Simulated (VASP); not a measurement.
# Hf (Pm-3m) in VASP: a series of runs

Runs on Hf. Level: PBE. Tasks: single point.

Everything below comes from runs of VASP 6.6.1. Logs are shortened: lines on timing, memory, paths and dates and some standing lists are left out, and cuts for length are marked.

### 1 The cell of the first run

The structure is cubic, space group Pm-3m (No. 221). Conventional cell: a = 2.346 Å, b = 2.346 Å, c = 2.346 Å, α = 90.00°, β = 90.00°, γ = 90.00°. Hf (site symmetry m-3m) has 6 Hf at 2.35 Å within 3.1 Å.

### 2 Single point, PBE (volume scaled by 0.52)

INCAR

```
SYSTEM = Hf
PREC     = Accurate       ! precision mode
ENCUT    = 520            ! plane-wave cutoff, eV
EDIFF    = 1E-7           ! SCF threshold, eV
ISMEAR   = -1             ! smearing method
SIGMA    = 0.08           ! smearing width, eV
LREAL    = .FALSE.        ! projectors in reciprocal space
LASPH    = .TRUE.         ! aspherical terms in the spheres
NELM     = 80             ! most SCF steps
ALGO     = Normal         ! electronic algorithm
ISIF     = 2              ! what is computed and relaxed
LWAVE    = .FALSE.        ! write WAVECAR
LCHARG   = .TRUE.         ! write CHGCAR
GGA      = PE             ! functional
LELF     = .TRUE.         ! ELF
LVHAR    = .TRUE.       
NBANDS   = 11             ! bands
```

KPOINTS

```
Automatic mesh
0
G
  15 15 15
  0 0 0
```

POSCAR

```
Hf
1.0
    2.3461825499      0.0000000000      0.0000000000
    0.0000000000      2.3461825499      0.0000000000
    0.0000000000      0.0000000000      2.3461825499
Hf
1
Direct
    0.0000000000      0.0000000000      0.0000000000
```

Potentials or basis: VASP PAW PBE potentials, release 64 (Hf_pv).

Run with:

```console
cat potpaw_PBE.64/Hf_pv/POTCAR > POTCAR
mpirun -np 1 vasp_std > vasp.out
```

OUTCAR:

```text
SYSTEM = Hf
   PREC = Accurate
   ENCUT = 520
   EDIFF = 1E-7
   ISMEAR = -1
   LREAL = .FALSE.
   LASPH = .TRUE.
   NELM = 80
   ISIF = 2
   GGA = PE

 ion  position               nearest neighbor table
   1  0.000  0.000  0.000-

  LATTYP: Found a simple cubic cell.
 ALAT       =     2.3461825499

  Lattice vectors:

 A1 = (   2.3461825499,   0.0000000000,   0.0000000000)
 A2 = (   0.0000000000,   2.3461825499,   0.0000000000)
 A3 = (   0.0000000000,   0.0000000000,   2.3461825499)

Analysis of symmetry for initial positions (statically):
=====================================================================
 Subroutine PRICEL returns:
 Original cell was already a primitive cell.

 Routine SETGRP: Setting up the symmetry group for a
 simple cubic supercell.

 Subroutine GETGRP returns: Found 48 space group operations
 (whereof 48 operations were pure point group operations)
 out of a pool of 48 trial point group operations.

The static configuration has the point symmetry O_h .

Analysis of symmetry for dynamics (positions and initial velocities):
=====================================================================
 Subroutine PRICEL returns:
 Original cell was already a primitive cell.

 Routine SETGRP: Setting up the symmetry group for a
 simple cubic supercell.

 Subroutine GETGRP returns: Found 48 space group operations
 (whereof 48 operations were pure point group operations)
 out of a pool of 48 trial point group operations.

The dynamic configuration has the point symmetry O_h .

 Subroutine INISYM returns: Found 48 space group operations
 (whereof 48 operations are pure point group operations),
 and found     1 'primitive' translations

----------------------------------------------------------------------------------------

                                     Primitive cell

  volume of cell :      12.9147

  direct lattice vectors                    reciprocal lattice vectors
     2.346182550  0.000000000  0.000000000     0.426224294  0.000000000  0.000000000
     0.000000000  2.346182550  0.000000000     0.000000000  0.426224294  0.000000000
     0.000000000  0.000000000  2.346182550     0.000000000  0.000000000  0.426224294

  length of vectors
     2.346182550  2.346182550  2.346182550     0.426224294  0.426224294  0.426224294

  position of ions in fractional coordinates (direct lattice)
     0.000000000  0.000000000  0.000000000

  ion indices of the primitive-cell ions
   primitive index   ion index
                 1           1

----------------------------------------------------------------------------------------

 KPOINTS: Automatic mesh

Automatic generation of k-mesh.
 Grid dimensions read from file:
 generate k-points for:   15   15   15

 Generating k-lattice:

  Cartesian coordinates                     Fractional coordinates (reciprocal lattice)
     0.028414953  0.000000000  0.000000000     0.066666667  0.000000000  0.000000000
     0.000000000  0.028414953  0.000000000     0.000000000  0.066666667  0.000000000
     0.000000000  0.000000000  0.028414953     0.000000000  0.000000000  0.066666667

  Length of vectors
     0.028414953  0.028414953  0.028414953

  Shift w.r.t. Gamma in fractional coordinates (k-lattice)
     0.000000000  0.000000000  0.000000000

 Subroutine IBZKPT returns following result:
 ===========================================

 Found    120 irreducible k-points:

 Following reciprocal coordinates:
            Coordinates               Weight
  0.000000  0.000000  0.000000      1.000000
  0.066667  0.000000  0.000000      6.000000
  0.133333  0.000000  0.000000      6.000000
  0.200000  0.000000  0.000000      6.000000
  0.266667  0.000000  0.000000      6.000000
  0.333333  0.000000  0.000000      6.000000
[... 16 lines left out ...]
  0.266667  0.200000  0.000000     24.000000
  0.333333  0.200000  0.000000     24.000000
 [... further k-points ...]
   k-points           NKPTS =    120   k-points in BZ     NKDIM =    120   number of bands    NBANDS=     11
   number of dos      NEDOS =    301   number of ions     NIONS =      1
   total plane-waves  NPLWV =   5832
   dimension x,y,z NGX =    18 NGY =   18 NGZ =   18
   dimension x,y,z NGXF=    36 NGYF=   36 NGZF=   36
   ions per type =               1
   NGX,Y,Z   is equivalent  to a cutoff of  12.75, 12.75, 12.75 a.u.
   NGXF,Y,Z  is equivalent  to a cutoff of  25.51, 25.51, 25.51 a.u.
 SYSTEM =  Hf
   PREC   = accura    normal or accurate (medium, high low for compatibility)
   ISTART =      0    job   : 0-new  1-cont  2-samecut
   ICHARG =      2    charge: 1-file 2-atom 10-const
   ISPIN  =      1    spin polarized calculation?
   LNONCOLLINEAR =      F non collinear calculations
   LSORBIT =      F    spin-orbit coupling
   LASPH  =      T    aspherical Exc in radial PAW
   ENCUT  =  520.0 eV  38.22 Ry    6.18 a.u.   4.36  4.36  4.36*2*pi/ulx,y,z
   NELM   =     80;   NELMIN=  2; NELMDL= -5     # of ELM steps
   EDIFF  = 0.1E-06   stopping-criterion for ELM
   LREAL  =      F    real-space projection
   EDIFFG = 0.1E-05   stopping-criterion for IOM
   NSW    =      0    number of steps for IOM
   IBRION =     -1    ionic relax: 0-MD 1-quasi-New 2-CG
   NFREE  =      0    steps in history (QN), initial steepest desc. (CG)
   ISIF   =      2    stress and relaxation
   ISYM   =      2    0-nonsym 1-usesym 2-fastsym
   POTIM  = 0.5000    time-step for ionic-motion
   TEBEG  =    0.0;   TEEND  =   0.0 temperature during run
   PSTRESS=    0.0 pullay stress
   NELECT =      10.0000    total number of electrons
   NUPDOWN=      -1.0000    fix difference up-down
   EMIN   =  10.00;   EMAX   =-10.00  energy-range for DOS
   EFERMI =   0.00;   METHOD = LEGACY
   ISMEAR =    -1;   SIGMA  =   0.08  broadening in eV -4-tet -1-fermi 0-gaus
   EFERMI_NEDOS =   21; number of points for ismear=-14 and -15
   IALGO  =     38    algorithm
   IMIX   =      4    mixing-type and parameters
     AMIX     =   0.40;   BMIX     =  1.00
     AMIX_MAG =   1.60;   BMIX_MAG =  1.00
  volume/ion in A,a.u.               =      12.91        87.15
  Fermi-wavevector in a.u.,A,eV,Ry     =   1.503302  2.840830 30.748054  2.259918
  Thomas-Fermi vector in A             =   2.614430
   LORBIT       =      0    0 simple, 1 ext, 2 COOP (PROOUT), +10 PAW based schemes
   GGA     = PE    functional components
[... 5 lines left out ...]
 non-spin polarized calculation
  energy-cutoff  :      520.00
  volume of cell :       12.91
 maximum number of plane-waves:       365
 NGX is ok and might be reduce to    18
   NGX =  9   NGY =  9   NGZ =  9

 number of electron      10.0000000 magnetization

 Free energy of the ion-electron system (eV)
  ---------------------------------------------------
  ext. energy  EPLUGINS =         0.00000000
  ---------------------------------------------------
  free energy    TOTEN  =        -5.37496888 eV

  energy without entropy =       -5.35411410  energy(sigma->0) =       -5.36454149

 E-fermi :   8.9817     XC(G=0): -13.9773

 val. band max:        8.9639384871   @ k =   0.4667   0.2000   0.2000
 cond. band min:       8.9907713414   @ k =   0.2000   0.1333   0.1333
 fundamental gap:      0.0268328544
 Fermi energy:         8.9816831362

 k-point     1 :       0.0000    0.0000    0.0000
  band No.  band energies     occupation
      1     -18.9552      2.00000
      2     -18.9552      2.00000
      3     -18.9552      2.00000
      4       1.2079      2.00000
      5       5.0287      2.00000
      6       5.0287      2.00000
      7      21.3840      0.00000
      8      21.3840      0.00000
      9      21.3840      0.00000
     10      23.5635      0.00000
     11      29.6533      0.00000

 k-point     2 :       0.0667    0.0000    0.0000
  band No.  band energies     occupation
      1     -19.2487      2.00000
      2     -18.9321      2.00000
      3     -18.9321      2.00000
      4       1.4652      2.00000
      5       5.0975      2.00000
      6       5.4034      2.00000
      7      20.7034      0.00000
      8      20.7034      0.00000
      9      21.4252      0.00000
     10      23.5605      0.00000
     11      28.6229      0.00000

 k-point     3 :       0.1333    0.0000    0.0000
  band No.  band energies     occupation
      1     -20.0258      2.00000
      2     -18.8662      2.00000
      3     -18.8662      2.00000
      4       2.0901      2.00000
      5       5.2972      2.00000
      6       6.5316      2.00000
      7      19.1831      0.00000
      8      19.1831      0.00000
      9      21.5429      0.00000
     10      23.5498      0.00000
     11      26.6303      0.00000

 k-point     4 :       0.2000    0.0000    0.0000
  band No.  band energies     occupation
      1     -21.0579      2.00000
      2     -18.7676      2.00000
      3     -18.7676      2.00000
      4       2.8600      2.00000
      5       5.6068      2.00000
      6       8.2580      1.99976
      7      17.4843      0.00000
      8      17.4843      0.00000
      9      21.7207      0.00000
     10      23.5143      0.00000
     11      24.7951      0.00000

 k-point     5 :       0.2667    0.0000    0.0000
  band No.  band energies     occupation
      1     -22.1194      2.00000
      2     -18.6520      2.00000
      3     -18.6520      2.00000
      4       3.6940      2.00000
      5       5.9882      2.00000
      6      10.0799      0.00000
      7      15.9288      0.00000
      8      15.9288      0.00000
      9      21.9316      0.00000
     10      23.3455      0.00000
     11      23.8601      0.00000
[... 211 lines left out ...]
 k-point    21 :       0.4667    0.1333    0.0000
  band No.  band energies     occupation
      1     -23.9235      2.00000
      2     -19.3718      2.00000
      3     -18.3168      2.00000
      4       6.6253      2.00000
      5       8.0193      1.99999
      6       8.7602      1.88193
      7      13.5909      0.00000
      8      15.3669      0.00000
      9      20.6087      0.00000
     10      23.5328      0.00000
     11      27.1988      0.00000

 k-point    22 :       0.2000    0.2000    0.0000
  band No.  band energies     occupation
      1     -20.9244      2.00000
      2     -20.7006      2.00000
      3     -18.5846      2.00000
      4       4.3782      2.00000
      5       7.5161      2.00000
      6       9.6956      0.00027
      7      13.9782      0.00000
      8      17.4468      0.00000
      9      18.6087      0.00000
     10      23.5387      0.00000
     11      26.9162      0.00000

 k-point    23 :       0.2667    0.2000    0.0000
  band No.  band energies     occupation
      1     -21.8627      2.00000
      2     -20.6502      2.00000
      3     -18.4719      2.00000
      4       5.0031      2.00000
      5       7.6989      2.00000
      6      10.8262      0.00000
      7      13.7746      0.00000
      8      16.3397      0.00000
      9      18.4927      0.00000
     10      23.5281      0.00000
     11      25.7224      0.00000

 k-point    24 :       0.3333    0.2000    0.0000
  band No.  band energies     occupation
      1     -22.7626      2.00000
      2     -20.5073      2.00000
      3     -18.3619      2.00000
      4       5.5748      2.00000
      5       7.5079      2.00000
      6      10.9274      0.00000
      7      15.0856      0.00000
      8      15.1706      0.00000
      9      18.7191      0.00000
     10      23.5166      0.00000
     11      25.1523      0.00000

 [... further k-points ...]

------------------------ aborting loop because EDIFF is reached ----------------------------------------

  FORCE on cell =-STRESS in cart. coord.  units (eV):
  Direction    XX          YY          ZZ          XY          YZ          ZX
  --------------------------------------------------------------------------------------
  -------------------------------------------------------------------------------------
  Total       13.1592549     13.1592549     13.1592549      0.0000000      0.0000000     -0.0000000
  in kB     1632.5123747   1632.5123747   1632.5123747      0.0000000      0.0000000     -0.0000000
  external PRESSURE =    1632.5123747 kB  Pullay stress =       0.0000000 kB

 VOLUME and BASIS-vectors are now :
 -----------------------------------------------------------------------------
  energy-cutoff  :      520.00
  volume of cell :       12.91
      direct lattice vectors                 reciprocal lattice vectors
     2.346182550  0.000000000  0.000000000     0.426224294  0.000000000  0.000000000
     0.000000000  2.346182550  0.000000000     0.000000000  0.426224294  0.000000000
     0.000000000  0.000000000  2.346182550     0.000000000  0.000000000  0.426224294

 POSITION                                       TOTAL-FORCE (eV/Angst)
 -----------------------------------------------------------------------------------
      0.00000      0.00000      0.00000         0.000000      0.000000      0.000000
 -----------------------------------------------------------------------------------
    total drift:                               -0.000000      0.000000      0.000000

  FREE ENERGIE OF THE ION-ELECTRON SYSTEM (eV)
  ---------------------------------------------------
  free  energy   TOTEN  =        -5.3749688808 eV

  energy  without entropy=       -5.3541140997  energy(sigma->0) =       -5.36454149
```

Run time: 17 s. Hardware: 1 thread of Intel Xeon Platinum 8259CL at 2.50GHz (Skylake/Cascade Lake), shared host; peak memory 0.13 GiB.

What came out:

```yaml
Free_energy: -5.3750 eV
Pressure: 163.3 GPa
Band_gap_on_the_k_mesh: zero (band 5 reaches 10.78 eV, above the bottom of band 6 at 4.69 eV)
```

Caveat: spin-orbit coupling is left out, which moves the levels of the heavy elements.

### 3 Single point, PBE (volume scaled by 0.52)

INCAR

```
ALGO = Normal
EDIFF = 1E-7
ENCUT = 520
GGA = PE
ISIF = 2
ISMEAR = -1
LASPH = T
LCHARG = F
LREAL = F
LWAVE = F
NBANDS = 11
NELM = 80
PREC = Accurate
SIGMA = 0.08
```

KPOINTS

```
k-points
0
Gamma
  15 15 15
```

POSCAR is that of step 2.

Potentials or basis: VASP PAW PBE potentials, release 64 (Hf_pv).

Run with:

```console
cat potpaw_PBE.64/Hf_pv/POTCAR > POTCAR
mpirun -np 1 vasp_std > vasp.out
```

OUTCAR:

```text
EDIFF = 1E-7
   ENCUT = 520
   GGA = PE
   ISIF = 2
   ISMEAR = -1
   LASPH = T
   LREAL = F
   NELM = 80
   PREC = Accurate

 ion  position               nearest neighbor table
   1  0.000  0.000  0.000-

  LATTYP: Found a simple cubic cell.
 ALAT       =     2.3461825499

  Lattice vectors:

 A1 = (   2.3461825499,   0.0000000000,   0.0000000000)
 A2 = (   0.0000000000,   2.3461825499,   0.0000000000)
 A3 = (   0.0000000000,   0.0000000000,   2.3461825499)

Analysis of symmetry for initial positions (statically):
=====================================================================
 Subroutine PRICEL returns:
 Original cell was already a primitive cell.

 Routine SETGRP: Setting up the symmetry group for a
 simple cubic supercell.

 Subroutine GETGRP returns: Found 48 space group operations
 (whereof 48 operations were pure point group operations)
 out of a pool of 48 trial point group operations.

The static configuration has the point symmetry O_h .

Analysis of symmetry for dynamics (positions and initial velocities):
[... 166 lines left out ...]
      1     -18.9552      2.00000
      2     -18.9552      2.00000
      3     -18.9552      2.00000
      4       1.2079      2.00000
      5       5.0287      2.00000
      6       5.0287      2.00000
      7      21.3840      0.00000
      8      21.3840      0.00000
      9      21.3840      0.00000
     10      23.5635      0.00000
     11      29.6533      0.00000
[... 309 lines left out ...]
 k-point    24 :       0.3333    0.2000    0.0000
  band No.  band energies     occupation
      1     -22.7626      2.00000
      2     -20.5073      2.00000
      3     -18.3619      2.00000
      4       5.5748      2.00000
      5       7.5079      2.00000
      6      10.9274      0.00000
      7      15.0856      0.00000
      8      15.1706      0.00000
      9      18.7191      0.00000
     10      23.5166      0.00000
     11      25.1523      0.00000

 [... further k-points ...]

------------------------ aborting loop because EDIFF is reached ----------------------------------------

  FORCE on cell =-STRESS in cart. coord.  units (eV):
  Direction    XX          YY          ZZ          XY          YZ          ZX
  --------------------------------------------------------------------------------------
  -------------------------------------------------------------------------------------
  Total       13.1592549     13.1592549     13.1592549      0.0000000      0.0000000     -0.0000000
  in kB     1632.5123747   1632.5123747   1632.5123747      0.0000000      0.0000000     -0.0000000
  external PRESSURE =    1632.5123747 kB  Pullay stress =       0.0000000 kB

 VOLUME and BASIS-vectors are now :
 -----------------------------------------------------------------------------
  energy-cutoff  :      520.00
  volume of cell :       12.91
      direct lattice vectors                 reciprocal lattice vectors
     2.346182550  0.000000000  0.000000000     0.426224294  0.000000000  0.000000000
     0.000000000  2.346182550  0.000000000     0.000000000  0.426224294  0.000000000
     0.000000000  0.000000000  2.346182550     0.000000000  0.000000000  0.426224294

 POSITION                                       TOTAL-FORCE (eV/Angst)
 -----------------------------------------------------------------------------------
      0.00000      0.00000      0.00000         0.000000      0.000000      0.000000
 -----------------------------------------------------------------------------------
    total drift:                               -0.000000      0.000000      0.000000

  FREE ENERGIE OF THE ION-ELECTRON SYSTEM (eV)
  ---------------------------------------------------
  free  energy   TOTEN  =        -5.3749688808 eV

  energy  without entropy=       -5.3541140997  energy(sigma->0) =       -5.36454149
```

Run time: 16 s. Hardware: 1 thread of Intel Xeon Platinum 8259CL at 2.50GHz (Skylake/Cascade Lake), shared host; peak memory 0.13 GiB.

Results:

* Free energy: -5.3750 eV
* Pressure: 163.3 GPa
* Band gap on the k mesh: zero (band 5 reaches 10.78 eV, above the bottom of band 6 at 4.69 eV)

Levels at points of the mesh, in eV from the Fermi level:
```csv
k point,band 2,band 3,band 4,band 5,band 6,band 7,band 8,band 9
"(0.00, 0.00, 0.00)",-27.94,-27.94,-7.77,-3.95,-3.95,12.40,12.40,12.40
```

Caveat: spin-orbit coupling is left out, which moves the levels of the heavy elements.

### 4 Single point, PBE (volume scaled by 0.68)

INCAR

```
SYSTEM = Hf
PREC = Accurate
ENCUT = 520
EDIFF = 1E-7
ISMEAR = -1
SIGMA = 0.08
LREAL = .False.
LASPH = .True.
NELM = 100
ALGO = Normal
ISIF = 2
LWAVE = .False.
LCHARG = .True.
GGA = PE
LELF = .True.
LVHAR = .True.
NBANDS = 11
```

KPOINTS

```
Automatic mesh
0
Gamma
  15 15 15
  0 0 0
```

POSCAR

```
Hf
1.0
    2.5656475152      0.0000000000      0.0000000000
    0.0000000000      2.5656475152      0.0000000000
    0.0000000000      0.0000000000      2.5656475152
Hf
1
Direct
    0.0000000000      0.0000000000      0.0000000000
```

Run with:

```console
cat potpaw_PBE.64/Hf_pv/POTCAR > POTCAR
mpirun -np 1 vasp_std > vasp.out
```

Wall time 17 s (1 thread of Intel Xeon Platinum 8259CL at 2.50GHz (Skylake/Cascade Lake), shared host); peak memory 0.14 GiB.

The run converged. Its results:

* Free energy: -7.8632 eV
* Pressure: 55.8 GPa
* Band gap on the k mesh: zero (band 5 reaches 7.57 eV, above the bottom of band 6 at 3.90 eV)

Levels at points of the mesh, in eV from the Fermi level:
| k point | band 2 | band 3 | band 4 | band 5 | band 6 | band 7 | band 8 | band 9 |
| --- | --- | --- | --- | --- | --- | --- | --- | --- |
| (0.00, 0.00, 0.00) | -28.76 | -28.76 | -7.49 | -2.62 | -2.62 | 9.58 | 9.58 | 9.58 |

Caveat: spin-orbit coupling is left out, which moves the levels of the heavy elements.
